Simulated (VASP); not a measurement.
Input of a VASP 6.6.1 run:

File INCAR:

```
PREC = Accurate
ENCUT = 520
EDIFF = 1E-6
ISMEAR = 0
SIGMA = 0.05
LREAL = False
LASPH = True
NELM = 150
ALGO = Normal
ISIF = 2
LWAVE = False
LCHARG = True
ISPIN = 2
MAGMOM = 0.63 -0.63 0 0
LORBIT = 11
LMAXMIX = 4
LDAU = True
LDAUTYPE = 2
LDAUL = 2 -1
LDAUU = 7 0
LDAUJ = 0 0
LDAUPRINT = 1
GGA = PS
LELF = True
LVHAR = True
NBANDS = 29
```

File KPOINTS:

```
Automatic mesh
0
Gamma
  7 7 4
```

Contents of POSCAR:

```
CuO
1.0
    2.3446497600     -1.7133998200      0.0000000000
    2.3446497600      1.7133998200      0.0000000000
   -0.8605499100      0.0000000000      5.0594394800
Cu O
2 2
Direct
    0.0032000000      0.4968000000      0.0000000000
    0.4968000000      0.0032000000      0.5000000000
    0.5714000000      0.4056000000      0.2537000000
    0.4056000000      0.5714000000      0.7537000000
```

Potentials or basis: VASP PAW PBE potentials, release 64 (Cu, O).

Launch:

```console
$ cat potpaw_PBE.64/Cu/POTCAR potpaw_PBE.64/O/POTCAR > POTCAR
$ mpirun -np 1 vasp_std > vasp.out
```

Q: Estimate the net moment.

A: 0.00 μB per cell.

Q: Predict the band gap on the k mesh.

A: 1.30 eV (least direct gap 1.52 eV).

Q: What does it give for the largest force?

A: 0.691 eV/Å.

Eigenvalues of the final occupation matrices:
```tsv
site	spin	trace	eigenvalues
site 1 d	1	4.93	0.97 0.98 0.98 0.98 1.03
site 1 d	2	4.26	0.36 0.97 0.98 0.98 0.98
site 2 d	1	4.26	0.36 0.97 0.98 0.98 0.98
site 2 d	2	4.93	0.97 0.98 0.98 0.98 1.03
```

Caveat: the cell stands under tension; the PAW data sets were made with another functional, which shifts forces and pressure a little; an odd mesh through Γ misses points on the zone boundary, where band edges can lie.
